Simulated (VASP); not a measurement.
Input of a VASP 6.6.1 run:

Contents of INCAR:

```
PREC = Accurate
ENCUT = 520
EDIFF = 1E-8
ISMEAR = -1
SIGMA = 0.03
LREAL = False
LASPH = True
NELM = 100
ALGO = Normal
ISIF = 2
LWAVE = False
LCHARG = False
GGA = PE
LEFG = True
NBANDS = 12
```

Contents of KPOINTS:

```
Automatic mesh
0
Gamma
  16 16 16
```

Contents of POSCAR:

```
Zr
1.0
   -1.8249593561      1.8249593561      1.8249593561
    1.8249593561     -1.8249593561      1.8249593561
    1.8249593561      1.8249593561     -1.8249593561
Zr
1
Direct
    0.0000000000      0.0000000000      0.0000000000
```

Potentials or basis: VASP PAW PBE potentials, release 64 (Zr_sv).

The run is started by

```console
$ cat potpaw_PBE.64/Zr_sv/POTCAR > POTCAR
$ mpirun -np 1 vasp_std > vasp.out
```

Question: Estimate the pressure.

Answer: -5.0 GPa.

Question: What does it give for the band gap on the k mesh?

Answer: Zero (bands 6 and 7 overlap by 1.78 eV).

Caveat: the cell stands under tension.
